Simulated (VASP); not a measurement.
Set up this calculation in VASP 6.6.1, as the native input.

| Item | Value |
| --- | --- |
| Task | electric field gradients |
| Functional | PBE |
| Potentials or basis | VASP PAW PBE potentials, release 64 (Ru_pv) |
| Cutoff | 520 eV |
| k mesh | 14 × 14 × 8 |
| Occupations | fermi-dirac, width 0.03 eV |
| Spin | no spin polarisation |
| Dipole correction | no |
| Further INCAR settings | ALGO = Normal; EDIFF = 1e-08; NBANDS = 21 |

The structure of Ru lies in POSCAR:

```
Ru
1.0
    2.7237190573      0.0000000000      0.0000000000
   -1.3618595287      2.3588098964      0.0000000000
    0.0000000000      0.0000000000      4.3102577801
Ru
2
Direct
    0.3333333333      0.6666666667      0.2500000000
    0.6666666667      0.3333333333      0.7500000000
```

This cell differs from its parent crystal: volume scaled by 1.02.

The input as run:

INCAR

```
  PREC = Accurate
  ENCUT = 520
  EDIFF = 1E-8
  ISMEAR = -1
  SIGMA = 0.03
  LREAL = F
  LASPH = T
  NELM = 80
  ALGO = Normal
  ISIF = 2
  LWAVE = F
  LCHARG = F
  GGA = PE
  LEFG = T
  NBANDS = 21
```

KPOINTS

```
Automatic mesh
0
Gamma
  14 14 8
```

Potentials or basis: VASP PAW PBE potentials, release 64 (Ru_pv).

The run is started by

```bash
$ cat potpaw_PBE.64/Ru_pv/POTCAR > POTCAR
$ mpirun -np 1 vasp_std > vasp.out
```

Results of the run:

- Pressure: -1.9 GPa
- Band gap on the k mesh: zero (band 14 reaches 14.05 eV, above the bottom of band 15 at 11.02 eV)

Caveat: without QUAD_EFG the Cq values of the log hold for a quadrupole moment of 1 mb, not for the nuclei.

Wall time 38 s on 1 thread of Intel(R) Xeon(R) Platinum 8559C (Emerald Rapids) (shared host), peak memory 0.17 GiB.
